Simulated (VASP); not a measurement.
# C (Cm) in VASP: notebook

The runs below take C through single point, with r2SCAN.

Everything below comes from runs of VASP 6.6.1. Logs are shortened: lines on timing, memory, paths and dates and some standing lists are left out, and cuts for length are marked.

### 1 The cell of the first run

Symmetry: Cm, No. 8, monoclinic system. The conventional cell has a = 4.368 Å, b = 2.522 Å, c = 8.237 Å, α = 90.00°, β = 90.00°, γ = 90.00°. C (site symmetry m) has 4 C at 1.41 to 1.59 Å within 1.9 Å. Within 2.1 Å of C (site symmetry m) lie 4 C at 1.54 Å. C (site symmetry m) has 4 C at 1.54 Å within 2.1 Å. Within 2.1 Å of C (site symmetry m) lie 4 C at 1.54 Å. C (site symmetry m) has 4 C at 1.41 to 1.59 Å within 1.9 Å. Within 2.1 Å of C (site symmetry m) lie 4 C at 1.54 Å. Within 2.1 Å of C (site symmetry m) lie 4 C at 1.54 to 1.59 Å. C (site symmetry m) has 4 C at 1.54 Å within 2.1 Å.

### 2 Single point, r2SCAN (atom 5 (C) moved +0.133 Å towards its neighbour atom 1 (C) at 1.544 Å)

POSCAR reads:

```
C
1.0
    2.5220988435      0.0000000000      0.0000000000
   -1.2610494217      2.1842016693      0.0000000000
    0.0000000000      0.0000000000      8.2371000000
C
8
Direct
    0.0000000000      0.0000000000      0.0937500000
    0.0000000000      0.0000000000      0.5937500000
    0.0000000000      0.0000000000      0.4062500000
    0.0000000000      0.0000000000      0.9062500000
    0.3045638943      0.6091277886      0.1508557302
    0.6666666667      0.3333333333      0.6562500000
    0.3333333333      0.6666666667      0.3437500000
    0.6666666667      0.3333333333      0.8437500000
```

INCAR.step1 reads:

```
SYSTEM = C
ALGO     = Normal         ! electronic algorithm
EDIFF    = 1E-4           ! SCF threshold, eV
ENCUT    = 520            ! plane-wave cutoff, eV
GGA      = PE             ! functional
ISMEAR   = 0              ! smearing method
LASPH    = .TRUE.         ! aspherical terms in the spheres
LCHARG   = .FALSE.        ! write CHGCAR
LREAL    = .FALSE.        ! projectors in reciprocal space
LWAVE    = .TRUE.         ! write WAVECAR
NBANDS   = 26             ! bands
NELM     = 80             ! most SCF steps
PREC     = Accurate       ! precision mode
SIGMA    = 0.05           ! smearing width, eV
```

INCAR.step2 reads:

```
SYSTEM = C
ALGO     = Normal         ! electronic algorithm
EDIFF    = 1E-6           ! SCF threshold, eV
ENCUT    = 520            ! plane-wave cutoff, eV
ISIF     = 2              ! what is computed and relaxed
ISMEAR   = 0              ! smearing method
ISTART   = 1            
LASPH    = .TRUE.         ! aspherical terms in the spheres
LCHARG   = .FALSE.        ! write CHGCAR
LMIXTAU  = .TRUE.       
LREAL    = .FALSE.        ! projectors in reciprocal space
LWAVE    = .FALSE.        ! write WAVECAR
METAGGA  = R2SCAN         ! meta-GGA
NBANDS   = 26             ! bands
NELM     = 80             ! most SCF steps
PREC     = Accurate       ! precision mode
SIGMA    = 0.05           ! smearing width, eV
```

KPOINTS reads:

```
k-points
0
G
  12 12 4
  0 0 0
```

Potentials or basis: VASP PAW PBE potentials, release 64 (C).

Launch:

```sh
$ cat potpaw_PBE.64/C/POTCAR > POTCAR
$ cp INCAR.step1 INCAR
$ mpirun -np 1 vasp_std > vasp.out
$ cp INCAR.step2 INCAR
$ mpirun -np 1 vasp_std > vasp.out
```

OUTCAR:

```text
SYSTEM = C
   EDIFF = 1E-6
   ENCUT = 520
   ISIF = 2
   ISMEAR = 0
   ISTART = 1
   LASPH = .TRUE.
   LREAL = .FALSE.
   METAGGA = R2SCAN
   NELM = 80
   PREC = Accurate

 ion  position               nearest neighbor table
   1  0.000  0.000  0.094-   5 1.41   4 1.54   5 1.59   5 1.59
   2  0.000  0.000  0.594-   3 1.54   6 1.54   6 1.54   6 1.54
   3  0.000  0.000  0.406-   2 1.54   7 1.54   7 1.54   7 1.54
   4  0.000  0.000  0.906-   1 1.54   8 1.54   8 1.54   8 1.54
   5  0.305  0.609  0.151-   1 1.41   7 1.59   1 1.59   1 1.59
   6  0.667  0.333  0.656-   8 1.54   2 1.54   2 1.54   2 1.54
   7  0.333  0.667  0.344-   3 1.54   3 1.54   3 1.54   5 1.59
   8  0.667  0.333  0.844-   6 1.54   4 1.54   4 1.54   4 1.54

  LATTYP: Found a hexagonal cell.
 ALAT       =     2.5220988435
 C/A-ratio  =     3.2659703331

  Lattice vectors:

 A1 = (   2.5220988435,   0.0000000000,   0.0000000000)
 A2 = (  -1.2610494217,   2.1842016693,   0.0000000000)
 A3 = (   0.0000000000,   0.0000000000,   8.2371000000)

Analysis of symmetry for initial positions (statically):
=====================================================================
 Subroutine PRICEL returns:
 Original cell was already a primitive cell.

 Routine SETGRP: Setting up the symmetry group for a
 hexagonal supercell.

 Subroutine GETGRP returns: Found  2 space group operations
 (whereof  2 operations were pure point group operations)
 out of a pool of 24 trial point group operations.

The static configuration has the point symmetry C_1h.

Analysis of symmetry for dynamics (positions and initial velocities):
=====================================================================
 Subroutine PRICEL returns:
 Original cell was already a primitive cell.

 Routine SETGRP: Setting up the symmetry group for a
 hexagonal supercell.

 Subroutine GETGRP returns: Found  2 space group operations
 (whereof  2 operations were pure point group operations)
 out of a pool of 24 trial point group operations.

The dynamic configuration has the point symmetry C_1h.

 Subroutine INISYM returns: Found  2 space group operations
 (whereof  2 operations are pure point group operations),
 and found     1 'primitive' translations

----------------------------------------------------------------------------------------

                                     Primitive cell

  volume of cell :      45.3763

  direct lattice vectors                    reciprocal lattice vectors
     2.522098843  0.000000000  0.000000000     0.396495166  0.228916591  0.000000000
    -1.261049422  2.184201669  0.000000000     0.000000000  0.457833182  0.000000000
     0.000000000  0.000000000  8.237100000     0.000000000  0.000000000  0.121401950

  length of vectors
     2.522098843  2.522098843  8.237100000     0.457833182  0.457833182  0.121401950

  position of ions in fractional coordinates (direct lattice)
     0.000000000  0.000000000  0.093750000
     0.000000000  0.000000000  0.593750000
     0.000000000  0.000000000  0.406250000
     0.000000000  0.000000000  0.906250000
     0.304563894  0.609127789  0.150855730
     0.666666667  0.333333333  0.656250000
     0.333333333  0.666666667  0.343750000
     0.666666667  0.333333333  0.843750000

  ion indices of the primitive-cell ions
   primitive index   ion index
                 1           1
                 2           2
                 3           3
                 4           4
                 5           5
                 6           6
                 7           7
                 8           8

----------------------------------------------------------------------------------------

 KPOINTS: k-points

Automatic generation of k-mesh.
 Grid dimensions read from file:
 generate k-points for:   12   12    4

 Generating k-lattice:

  Cartesian coordinates                     Fractional coordinates (reciprocal lattice)
     0.033041264  0.019076383  0.000000000     0.083333333  0.000000000  0.000000000
     0.000000000  0.038152765  0.000000000     0.000000000  0.083333333  0.000000000
     0.000000000  0.000000000  0.030350487     0.000000000  0.000000000  0.250000000

  Length of vectors
     0.038152765  0.038152765  0.030350487

  Shift w.r.t. Gamma in fractional coordinates (k-lattice)
     0.000000000  0.000000000  0.000000000

 Subroutine IBZKPT returns following result:
 ===========================================

 Found    164 irreducible k-points:

 Following reciprocal coordinates:
            Coordinates               Weight
  0.000000  0.000000  0.000000      1.000000
  0.083333  0.000000  0.000000      4.000000
  0.000000  0.083333  0.000000      2.000000
  0.166667  0.000000  0.000000      4.000000
  0.000000  0.166667  0.000000      2.000000
  0.250000  0.000000  0.000000      4.000000
[... 16 lines left out ...]
 -0.083333  0.416667  0.000000      4.000000
 -0.416667  0.333333  0.000000      4.000000
 [... further k-points ...]
   k-points           NKPTS =    164   k-points in BZ     NKDIM =    164   number of bands    NBANDS=     26
   number of dos      NEDOS =    301   number of ions     NIONS =      8
   total plane-waves  NPLWV =  25600
   dimension x,y,z NGX =    20 NGY =   20 NGZ =   64
   dimension x,y,z NGXF=    40 NGYF=   40 NGZF=  128
   ions per type =               8
   NGX,Y,Z   is equivalent  to a cutoff of  13.18, 13.18, 12.92 a.u.
   NGXF,Y,Z  is equivalent  to a cutoff of  26.37, 26.37, 25.83 a.u.
 SYSTEM =  C
   PREC   = accura    normal or accurate (medium, high low for compatibility)
   ISTART =      1    job   : 0-new  1-cont  2-samecut
   ICHARG =      0    charge: 1-file 2-atom 10-const
   ISPIN  =      1    spin polarized calculation?
   LNONCOLLINEAR =      F non collinear calculations
   LSORBIT =      F    spin-orbit coupling
   LASPH  =      T    aspherical Exc in radial PAW
   ENCUT  =  520.0 eV  38.22 Ry    6.18 a.u.   4.69  4.69 15.32*2*pi/ulx,y,z
   NELM   =     80;   NELMIN=  2; NELMDL=  0     # of ELM steps
   EDIFF  = 0.1E-05   stopping-criterion for ELM
   LREAL  =      F    real-space projection
   EDIFFG = 0.1E-04   stopping-criterion for IOM
   NSW    =      0    number of steps for IOM
   IBRION =     -1    ionic relax: 0-MD 1-quasi-New 2-CG
   NFREE  =      0    steps in history (QN), initial steepest desc. (CG)
   ISIF   =      2    stress and relaxation
   ISYM   =      2    0-nonsym 1-usesym 2-fastsym
   POTIM  = 0.5000    time-step for ionic-motion
   TEBEG  =    0.0;   TEEND  =   0.0 temperature during run
   PSTRESS=    0.0 pullay stress
   NELECT =      32.0000    total number of electrons
   NUPDOWN=      -1.0000    fix difference up-down
   EMIN   =  10.00;   EMAX   =-10.00  energy-range for DOS
   EFERMI =   0.00;   METHOD = LEGACY
   ISMEAR =     0;   SIGMA  =   0.05  broadening in eV -4-tet -1-fermi 0-gaus
   EFERMI_NEDOS =   21; number of points for ismear=-14 and -15
   IALGO  =     38    algorithm
   IMIX   =      4    mixing-type and parameters
     AMIX     =   0.40;   BMIX     =  1.00
     AMIX_MAG =   1.60;   BMIX_MAG =  1.00
  volume/ion in A,a.u.               =       5.67        38.28
  Fermi-wavevector in a.u.,A,eV,Ry     =   1.457186  2.753683 28.890503  2.123392
  Thomas-Fermi vector in A             =   2.574017
   LORBIT       =      0    0 simple, 1 ext, 2 COOP (PROOUT), +10 PAW based schemes
   METAGGA = R2SCAN    functional components
   LHFCALC =     F    Hartree Fock is set to
   AEXX    =    0.0000 exact exchange contribution
   IVDW    =     0    specifies the selected vdW correction
   LEPSILON=     F    determine dielectric tensor
   LRPA    =     F    only Hartree local field effects (RPA)
 non-spin polarized calculation
 Gauss-broadening in eV      SIGMA  =   0.05
  energy-cutoff  :      520.00
  volume of cell :       45.38
 maximum number of plane-waves:      1242
   NGX =  9   NGY =  9   NGZ = 31

 number of electron      31.9999995 magnetization

 Free energy of the ion-electron system (eV)
  ---------------------------------------------------
  ext. energy  EPLUGINS =         0.00000000
  ---------------------------------------------------
  free energy    TOTEN  =       -78.13520127 eV

  energy without entropy =      -78.13520127  energy(sigma->0) =      -78.13520127

 E-fermi :  10.5231     XC(G=0): -14.2550

 val. band max:       10.2796009967   @ k =   0.0000   0.0000   0.0000
 cond. band min:      14.1799039168   @ k =   0.5000   0.0000   0.0000
 fundamental gap:      3.9003029201
 Fermi energy:        10.5231177343

 k-point     1 :       0.0000    0.0000    0.0000
  band No.  band energies     occupation
      1     -13.0174      2.00000
      2     -11.2966      2.00000
      3     -11.1350      2.00000
      4      -7.0717      2.00000
      5      -4.2711      2.00000
      6       2.7108      2.00000
[... 18 lines left out ...]
     25      18.4056      0.00000
     26      18.7884      0.00000

 k-point     2 :       0.0833    0.0000    0.0000
  band No.  band energies     occupation
      1     -12.8396      2.00000
      2     -11.1220      2.00000
      3     -10.9600      2.00000
      4      -6.9117      2.00000
      5      -4.1103      2.00000
      6       2.7913      2.00000
[... 18 lines left out ...]
     25      18.9099      0.00000
     26      19.2648      0.00000

 k-point     3 :       0.0000    0.0833    0.0000
  band No.  band energies     occupation
      1     -12.8395      2.00000
      2     -11.1219      2.00000
      3     -10.9596      2.00000
      4      -6.9118      2.00000
      5      -4.1084      2.00000
      6       2.7819      2.00000
[... 572 lines left out ...]
 k-point    23 :      -0.0833    0.4167    0.0000
  band No.  band energies     occupation
      1      -9.3726      2.00000
      2      -7.7403      2.00000
      3      -7.5873      2.00000
      4      -3.9101      2.00000
      5      -3.2871      2.00000
      6      -1.8625      2.00000
[... 18 lines left out ...]
     25      21.7174      0.00000
     26      22.3881      0.00000

 k-point    24 :      -0.4167    0.3333    0.0000
  band No.  band energies     occupation
      1      -9.4012      2.00000
      2      -7.7925      2.00000
      3      -7.6085      2.00000
      4      -3.9245      2.00000
      5      -3.0837      2.00000
      6      -1.6463      2.00000
[... 18 lines left out ...]
     25      21.8561      0.00000
     26      22.3760      0.00000

 [... further k-points ...]

------------------------ aborting loop because EDIFF is reached ----------------------------------------

  FORCE on cell =-STRESS in cart. coord.  units (eV):
  Direction    XX          YY          ZZ          XY          YZ          ZX
  --------------------------------------------------------------------------------------
  -------------------------------------------------------------------------------------
  Total       -1.4886597      0.0506352      2.3667767      0.0000000      0.6903127      0.0000000
  in kB      -52.5625991      1.7878613     83.5677460      0.0000000     24.3740258      0.0000000
  external PRESSURE =      10.9310027 kB  Pullay stress =       0.0000000 kB

 VOLUME and BASIS-vectors are now :
 -----------------------------------------------------------------------------
  energy-cutoff  :      520.00
  volume of cell :       45.38
      direct lattice vectors                 reciprocal lattice vectors
     2.522098843  0.000000000  0.000000000     0.396495166  0.228916591  0.000000000
    -1.261049422  2.184201669  0.000000000     0.000000000  0.457833182  0.000000000
     0.000000000  0.000000000  8.237100000     0.000000000  0.000000000  0.121401950

 POSITION                                       TOTAL-FORCE (eV/Angst)
 -----------------------------------------------------------------------------------
      0.00000      0.00000      0.77223        -0.000000     -5.003324     -2.019520
      0.00000      0.00000      4.89078        -0.000000     -0.095427     -0.336288
      0.00000      0.00000      3.34632         0.000000      0.005465      0.100637
      0.00000      0.00000      7.46487        -0.000000     -0.066469      0.112901
      0.00000      1.33046      1.24261         0.000000      5.923791      2.372289
      1.26105      0.72807      5.40560         0.000000      0.005038     -0.338962
     -0.00000      1.45613      2.83150        -0.000000     -0.814212     -0.184416
      1.26105      0.72807      6.95005         0.000000      0.045137      0.293358
 -----------------------------------------------------------------------------------
    total drift:                               -0.000000      0.000127     -0.000975

  FREE ENERGIE OF THE ION-ELECTRON SYSTEM (eV)
  ---------------------------------------------------
  free  energy   TOTEN  =       -78.1352012716 eV

  energy  without entropy=      -78.1352012716  energy(sigma->0) =      -78.13520127
```

Run time: 4.2 min. Hardware: 1 thread of Intel Xeon 6975P-C (Granite Rapids), shared host; peak memory 0.25 GiB.

Results:

```yaml
Free_energy: -78.1352 eV
Pressure: 1.1 GPa
Largest_force: 6.381 eV/Å
Band_gap_on_the_k_mesh: 3.90 eV (least direct gap 4.31 eV)
```

Forces in eV/Å, atoms in the order of the input:
```
C    0.000 -5.003 -2.020
C    0.000 -0.095 -0.336
C    0.000  0.005  0.101
C    0.000 -0.066  0.113
C    0.000  5.924  2.372
C    0.000  0.005 -0.339
C    0.000 -0.814 -0.184
C    0.000  0.045  0.293
```

Levels at points of the mesh, in eV from the valence-band top:
| k point | band 12 | band 13 | band 14 | band 15 | band 16 | band 17 | band 18 | band 19 | band 20 | band 21 |
| --- | --- | --- | --- | --- | --- | --- | --- | --- | --- | --- |
| (0.00, 0.00, 0.00) | -2.34 | -1.80 | -0.81 | -0.28 | 0.00 | 4.31 | 5.02 | 5.51 | 6.31 | 7.08 |
| (0.50, 0.00, 0.00) | -6.03 | -5.69 | -5.22 | -4.13 | -3.54 | 3.90 | 5.25 | 5.39 | 5.84 | 6.70 |
| (0.00, 0.50, 0.00) | -5.71 | -5.61 | -5.28 | -4.41 | -3.49 | 4.36 | 5.53 | 5.81 | 6.09 | 6.62 |
| (0.00, 0.00, 0.50) | -2.81 | -1.65 | -1.13 | -1.10 | -0.44 | 4.68 | 5.73 | 5.89 | 5.97 | 6.68 |
| (0.50, 0.00, 0.50) | -6.80 | -5.44 | -5.18 | -4.34 | -4.26 | 4.05 | 4.64 | 6.65 | 7.05 | 7.20 |
| (0.00, 0.50, 0.50) | -6.69 | -5.61 | -5.39 | -4.28 | -4.21 | 4.62 | 4.84 | 6.72 | 7.38 | 7.50 |

Caveat: the cell differs from its parent crystal (atom 5 (C) moved +0.133 Å towards its neighbour atom 1 (C) at 1.544 Å); the stress differs along the axes, from -5 to 8 GPa; the PAW data sets were made with another functional, which shifts forces and pressure a little. A k mesh can miss the band edges.

(Continued in part 2 of 2.)
